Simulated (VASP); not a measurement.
# BeV (Fm-3m) in VASP: further runs

The runs below take BeV through single point, relaxation of cell and atoms, with PBE.

Everything below comes from runs of VASP 6.6.1. Logs are shortened: lines on timing, memory, paths and dates and some standing lists are left out, and cuts for length are marked.

**1. The cell of the first run**

Symmetry: Fm-3m, No. 225, cubic system. Conventional cell: a = 4.532 Å, b = 4.532 Å, c = 4.532 Å, α = 90.00°, β = 90.00°, γ = 90.00°. Within 3.0 Å of Be (site symmetry m-3m) lie 6 V at 2.27 Å. Within 3.0 Å of V (site symmetry m-3m) lie 6 Be at 2.27 Å.

**2. Single point, PBE**

INCAR

```
SYSTEM = BeV
PREC = Accurate
ENCUT = 520
EDIFF = 1E-6
ISMEAR = 0
SIGMA = 0.1
LREAL = .False.
LASPH = .True.
NELM = 60
ALGO = Normal
ISIF = 2
LWAVE = .False.
LCHARG = .False.
GGA = PE
NBANDS = 14
```

KPOINTS

```
regular mesh
0
Gamma
  6 6 6
  0 0 0
```

POSCAR

```
BeV
1.0
    0.0000000000      2.2659783300      2.2659783300
    2.2659783300      0.0000000000      2.2659783300
    2.2659783300      2.2659783300      0.0000000000
Be V
1 1
Direct
    0.0000000000      0.0000000000      0.0000000000
    0.5000000000      0.5000000000      0.5000000000
```

Potentials or basis: VASP PAW PBE potentials, release 64 (Be, V_sv).

Launch:

```console
$ cat potpaw_PBE.64/Be/POTCAR potpaw_PBE.64/V_sv/POTCAR > POTCAR
$ mpirun -np 1 vasp_std > vasp.out
```

OUTCAR:

```text
SYSTEM = BeV
   PREC = Accurate
   ENCUT = 520
   EDIFF = 1E-6
   ISMEAR = 0
   LREAL = .False.
   LASPH = .True.
   NELM = 60
   ISIF = 2
   GGA = PE

 ion  position               nearest neighbor table
   1  0.000  0.000  0.000-   2 2.27   2 2.27   2 2.27   2 2.27   2 2.27   2 2.27
   2  0.500  0.500  0.500-   1 2.27   1 2.27   1 2.27   1 2.27   1 2.27   1 2.27

  LATTYP: Found a face centered cubic cell.
 ALAT       =     4.5319566600

  Lattice vectors:

 A1 = (   0.0000000000,   2.2659783300,   2.2659783300)
 A2 = (   2.2659783300,   0.0000000000,   2.2659783300)
 A3 = (   2.2659783300,   2.2659783300,   0.0000000000)

Analysis of symmetry for initial positions (statically):
=====================================================================
 Subroutine PRICEL returns:
 Original cell was already a primitive cell.

 Routine SETGRP: Setting up the symmetry group for a
 face centered cubic supercell.

 Subroutine GETGRP returns: Found 48 space group operations
 (whereof 48 operations were pure point group operations)
 out of a pool of 48 trial point group operations.

The static configuration has the point symmetry O_h .

Analysis of symmetry for dynamics (positions and initial velocities):
=====================================================================
 Subroutine PRICEL returns:
 Original cell was already a primitive cell.

 Routine SETGRP: Setting up the symmetry group for a
 face centered cubic supercell.

 Subroutine GETGRP returns: Found 48 space group operations
 (whereof 48 operations were pure point group operations)
 out of a pool of 48 trial point group operations.

The dynamic configuration has the point symmetry O_h .

 Subroutine INISYM returns: Found 48 space group operations
 (whereof 48 operations are pure point group operations),
 and found     1 'primitive' translations

----------------------------------------------------------------------------------------

                                     Primitive cell

  volume of cell :      23.2700

  direct lattice vectors                    reciprocal lattice vectors
     0.000000000  2.265978330  2.265978330    -0.220655243  0.220655243  0.220655243
     2.265978330  0.000000000  2.265978330     0.220655243 -0.220655243  0.220655243
     2.265978330  2.265978330  0.000000000     0.220655243  0.220655243 -0.220655243

  length of vectors
     3.204577286  3.204577286  3.204577286     0.382186093  0.382186093  0.382186093

  position of ions in fractional coordinates (direct lattice)
     0.000000000  0.000000000  0.000000000
     0.500000000  0.500000000  0.500000000

  ion indices of the primitive-cell ions
   primitive index   ion index
                 1           1
                 2           2

----------------------------------------------------------------------------------------

 KPOINTS: regular mesh

Automatic generation of k-mesh.
 Grid dimensions read from file:
 generate k-points for:    6    6    6

 Generating k-lattice:

  Cartesian coordinates                     Fractional coordinates (reciprocal lattice)
    -0.036775874  0.036775874  0.036775874     0.166666667  0.000000000  0.000000000
     0.036775874 -0.036775874  0.036775874     0.000000000  0.166666667  0.000000000
     0.036775874  0.036775874 -0.036775874     0.000000000  0.000000000  0.166666667

  Length of vectors
     0.063697682  0.063697682  0.063697682

  Shift w.r.t. Gamma in fractional coordinates (k-lattice)
     0.000000000  0.000000000  0.000000000

 Subroutine IBZKPT returns following result:
 ===========================================

 Found     16 irreducible k-points:

 Following reciprocal coordinates:
            Coordinates               Weight
  0.000000  0.000000  0.000000      1.000000
  0.166667  0.000000  0.000000      8.000000
  0.333333  0.000000  0.000000      8.000000
  0.500000  0.000000  0.000000      4.000000
  0.166667  0.166667  0.000000      6.000000
  0.333333  0.166667  0.000000     24.000000
[... 8 lines left out ...]
 -0.333333  0.333333  0.166667     24.000000
 -0.333333  0.500000  0.166667     12.000000
   k-points           NKPTS =     16   k-points in BZ     NKDIM =     16   number of bands    NBANDS=     14
   number of dos      NEDOS =    301   number of ions     NIONS =      2
   total plane-waves  NPLWV =  13824
   dimension x,y,z NGX =    24 NGY =   24 NGZ =   24
   dimension x,y,z NGXF=    48 NGYF=   48 NGZF=   48
   ions per type =               1   1
   NGX,Y,Z   is equivalent  to a cutoff of  12.45, 12.45, 12.45 a.u.
   NGXF,Y,Z  is equivalent  to a cutoff of  24.90, 24.90, 24.90 a.u.
 SYSTEM =  BeV
   PREC   = accura    normal or accurate (medium, high low for compatibility)
   ISTART =      0    job   : 0-new  1-cont  2-samecut
   ICHARG =      2    charge: 1-file 2-atom 10-const
   ISPIN  =      1    spin polarized calculation?
   LNONCOLLINEAR =      F non collinear calculations
   LSORBIT =      F    spin-orbit coupling
   LASPH  =      T    aspherical Exc in radial PAW
   ENCUT  =  520.0 eV  38.22 Ry    6.18 a.u.   5.96  5.96  5.96*2*pi/ulx,y,z
   NELM   =     60;   NELMIN=  2; NELMDL= -5     # of ELM steps
   EDIFF  = 0.1E-05   stopping-criterion for ELM
   LREAL  =      F    real-space projection
   EDIFFG = 0.1E-04   stopping-criterion for IOM
   NSW    =      0    number of steps for IOM
   IBRION =     -1    ionic relax: 0-MD 1-quasi-New 2-CG
   NFREE  =      0    steps in history (QN), initial steepest desc. (CG)
   ISIF   =      2    stress and relaxation
   ISYM   =      2    0-nonsym 1-usesym 2-fastsym
   POTIM  = 0.5000    time-step for ionic-motion
   TEBEG  =    0.0;   TEEND  =   0.0 temperature during run
   PSTRESS=    0.0 pullay stress
   NELECT =      15.0000    total number of electrons
   NUPDOWN=      -1.0000    fix difference up-down
   EMIN   =  10.00;   EMAX   =-10.00  energy-range for DOS
   EFERMI =   0.00;   METHOD = LEGACY
   ISMEAR =     0;   SIGMA  =   0.10  broadening in eV -4-tet -1-fermi 0-gaus
   EFERMI_NEDOS =   21; number of points for ismear=-14 and -15
   IALGO  =     38    algorithm
   IMIX   =      4    mixing-type and parameters
     AMIX     =   0.40;   BMIX     =  1.00
     AMIX_MAG =   1.60;   BMIX_MAG =  1.00
  volume/ion in A,a.u.               =      11.64        78.52
  Fermi-wavevector in a.u.,A,eV,Ry     =   1.414185  2.672422 27.210545  1.999919
  Thomas-Fermi vector in A             =   2.535753
   LORBIT       =      0    0 simple, 1 ext, 2 COOP (PROOUT), +10 PAW based schemes
   GGA     = PE    functional components
   LHFCALC =     F    Hartree Fock is set to
   AEXX    =    0.0000 exact exchange contribution
   IVDW    =     0    specifies the selected vdW correction
   LEPSILON=     F    determine dielectric tensor
   LRPA    =     F    only Hartree local field effects (RPA)
 non-spin polarized calculation
 Gauss-broadening in eV      SIGMA  =   0.10
  energy-cutoff  :      520.00
  volume of cell :       23.27
 maximum number of plane-waves:       636
   NGX = 11   NGY = 11   NGZ = 11

 number of electron      15.0000007 magnetization

 Free energy of the ion-electron system (eV)
  ---------------------------------------------------
  ext. energy  EPLUGINS =         0.00000000
  ---------------------------------------------------
  free energy    TOTEN  =       -11.79272548 eV

  energy without entropy =      -11.78170291  energy(sigma->0) =      -11.78721419

 E-fermi :   7.0613     XC(G=0): -11.6280

 val. band max:        6.9824292786   @ k =   0.1667   0.1667   0.0000
 cond. band min:       7.0721516671   @ k =   0.5000   0.3333   0.1667
 fundamental gap:      0.0897223885
 Fermi energy:         7.0612619088

 k-point     1 :       0.0000    0.0000    0.0000
  band No.  band energies     occupation
      1     -56.6157      2.00000
      2     -30.3832      2.00000
      3     -30.3832      2.00000
      4     -30.3832      2.00000
      5      -0.3206      2.00000
      6       7.4498      0.00000
      7       7.4498      0.00000
      8       7.4498      0.00000
      9       8.0989      0.00000
     10       8.0989      0.00000
     11      14.6549      0.00000
     12      14.6549      0.00000
     13      14.6549      0.00000
     14      20.7422      0.00000

 k-point     2 :       0.1667    0.0000    0.0000
  band No.  band energies     occupation
      1     -56.6109      2.00000
      2     -30.4233      2.00000
      3     -30.3884      2.00000
      4     -30.3884      2.00000
      5       0.2680      2.00000
      6       6.9323      1.93188
      7       7.3377      0.00009
      8       7.3377      0.00009
      9       7.9816      0.00000
     10       7.9816      0.00000
     11      13.8295      0.00000
     12      15.4980      0.00000
     13      15.4980      0.00000
     14      20.1658      0.00000

 k-point     3 :       0.3333    0.0000    0.0000
  band No.  band energies     occupation
      1     -56.6013      2.00000
      2     -30.5029      2.00000
      3     -30.3988      2.00000
      4     -30.3988      2.00000
      5       1.8085      2.00000
      6       5.8420      2.00000
      7       6.5622      2.00000
      8       6.5622      2.00000
      9       8.6300      0.00000
     10       8.6301      0.00000
     11      11.8610      0.00000
     12      17.0178      0.00000
     13      17.0178      0.00000
     14      19.3787      0.00000
[... 188 lines left out ...]
 k-point    15 :      -0.3333    0.3333    0.1667
  band No.  band energies     occupation
      1     -56.5915      2.00000
      2     -30.5082      2.00000
      3     -30.4686      2.00000
      4     -30.4278      2.00000
      5       4.6108      2.00000
      6       4.6507      2.00000
      7       5.6866      2.00000
      8       6.7714      1.99996
      9       9.0535      0.00000
     10       9.9384      0.00000
     11      10.3872      0.00000
     12      13.2166      0.00000
     13      14.2089      0.00000
     14      21.3736      0.00000

 k-point    16 :      -0.3333    0.5000    0.1667
  band No.  band energies     occupation
      1     -56.5899      2.00000
      2     -30.5129      2.00000
      3     -30.4669      2.00000
      4     -30.4429      2.00000
      5       4.3101      2.00000
      6       5.4750      2.00000
      7       5.5757      2.00000
      8       7.1380      0.27752
      9       9.3982      0.00000
     10       9.9614      0.00000
     11      10.7404      0.00000
     12      11.5110      0.00000
     13      13.2281      0.00000
     14      20.7656      0.00000

------------------------ aborting loop because EDIFF is reached ----------------------------------------

  FORCE on cell =-STRESS in cart. coord.  units (eV):
  Direction    XX          YY          ZZ          XY          YZ          ZX
  --------------------------------------------------------------------------------------
  -------------------------------------------------------------------------------------
  Total        0.0448660      0.0448660      0.0448660      0.0000000      0.0000000      0.0000000
  in kB        3.0890941      3.0890941      3.0890941      0.0000000      0.0000000      0.0000000
  external PRESSURE =       3.0890941 kB  Pullay stress =       0.0000000 kB

 VOLUME and BASIS-vectors are now :
 -----------------------------------------------------------------------------
  energy-cutoff  :      520.00
  volume of cell :       23.27
      direct lattice vectors                 reciprocal lattice vectors
     0.000000000  2.265978330  2.265978330    -0.220655243  0.220655243  0.220655243
     2.265978330  0.000000000  2.265978330     0.220655243 -0.220655243  0.220655243
     2.265978330  2.265978330  0.000000000     0.220655243  0.220655243 -0.220655243

 POSITION                                       TOTAL-FORCE (eV/Angst)
 -----------------------------------------------------------------------------------
      0.00000      0.00000      0.00000         0.000000      0.000000     -0.000000
      2.26598      2.26598      2.26598        -0.000000     -0.000000      0.000000
 -----------------------------------------------------------------------------------
    total drift:                               -0.000000     -0.000000      0.000000

  FREE ENERGIE OF THE ION-ELECTRON SYSTEM (eV)
  ---------------------------------------------------
  free  energy   TOTEN  =       -11.7927254752 eV

  energy  without entropy=      -11.7817029052  energy(sigma->0) =      -11.78721419
```

Wall time 5.6 s (1 thread of Intel Xeon 8259CL, shared host); peak memory 0.13 GiB.

Results:

```yaml
Free_energy: -11.7927 eV
Pressure: 0.3 GPa
Band_gap_on_the_k_mesh: zero (an odd number of electrons rules out a gap without spin polarisation)
```

Caveat: the k points lie up to 0.40 Å⁻¹ apart, too coarse for converged energies and pressures of a metal.

**3. Relaxation of cell and atoms, PBE**

This run uses another cell than the first one, of 10.40 Å³/atom.

INCAR

```
PREC = Accurate ; ENCUT = 600
EDIFF = 1E-6 ; ISMEAR = 0
SIGMA = 0.1 ; LREAL = F
LASPH = T ; NELM = 100
ALGO = Fast ; ISIF = 3
LWAVE = F ; LCHARG = F
GGA = PE ; IBRION = 2
NSW = 90 ; EDIFFG = -0.04
```

KPOINTS

```
Automatic mesh
0
Gamma
  6 6 6
```

POSCAR

```
BeV
1.0
    0.0000000000      2.1828140634      2.1828140634
    2.1828140634      0.0000000000      2.1828140634
    2.1828140634      2.1828140634      0.0000000000
Be V
1 1
Direct
    0.0000000000      0.0000000000      0.0000000000
    0.5000000000      0.5000000000      0.5000000000
```

Potentials or basis: VASP PAW PBE potentials, release 64 (Be, V_sv).

Launch:

```console
$ cat potpaw_PBE.64/Be/POTCAR potpaw_PBE.64/V_sv/POTCAR > POTCAR
$ mpirun -np 1 vasp_std > vasp.out
```

Run time: 30 s. Hardware: 1 thread of Intel Xeon 8259CL, shared host; peak memory 0.16 GiB.

The run converged. Its results:

| Quantity | Value |
| --- | --- |
| Free energy | -11.7921 eV |
| Relaxed volume | 11.67 Å³/atom |
| Relaxed cell | a = 3.207 Å, b = 3.207 Å, c = 3.207 Å, α = 60.00°, β = 60.00°, γ = 60.00° |
| Space group after relaxing (to 0.1 Å) | Fm-3m (No. 225) |
| Energy gained by relaxing | 68.7 meV/atom |
| Ionic steps | 3 |
| Pressure after relaxing | -0.2 GPa |
| Band gap on the k mesh | zero (an odd number of electrons rules out a gap without spin polarisation) |

The path:
| step | energy change (eV) | largest force (eV/Å) | pressure (GPa) | volume (Å³) |
| --- | --- | --- | --- | --- |
| 1 | 0.0000 | 0.0000 | 18.96 | 20.80 |
| 2 | -0.1054 | 0.0000 | -6.78 | 24.73 |
| 3 | -0.1375 | 0.0000 | -0.15 | 23.33 |

Final structure:
```yaml
crystal:
  lattice:
    - [0.00000, 2.26797, 2.26797]
    - [2.26797, 0.00000, 2.26797]
    - [2.26797, 2.26797, 0.00000]
  atoms:
    - { symbol: Be, position: [0.00000, 0.00000, 0.00000] }
    - { symbol: V, position: [0.50000, 0.50000, 0.50000] }
```

Levels at points of the mesh, in eV from the Fermi level:
| k point | band 4 | band 5 | band 6 | band 7 | band 8 | band 9 | band 10 | band 11 |
| --- | --- | --- | --- | --- | --- | --- | --- | --- |
| (0.00, 0.00, 0.00) | -37.45 | -7.37 | 0.39 | 0.39 | 0.39 | 1.03 | 1.03 | 7.58 |
| (0.50, 0.00, 0.00) | -37.47 | -3.93 | -2.10 | -0.84 | -0.84 | 1.97 | 1.97 | 3.61 |
| (0.50, 0.50, 0.00) | -37.51 | -3.26 | -1.50 | -1.30 | 1.72 | 2.33 | 3.80 | 3.80 |

Caveat: the k points lie up to 0.40 Å⁻¹ apart in the final cell, too coarse for converged energies and pressures of a metal.

The gap in the log of VASP goes by the Fermi energy; the results here count the filled bands.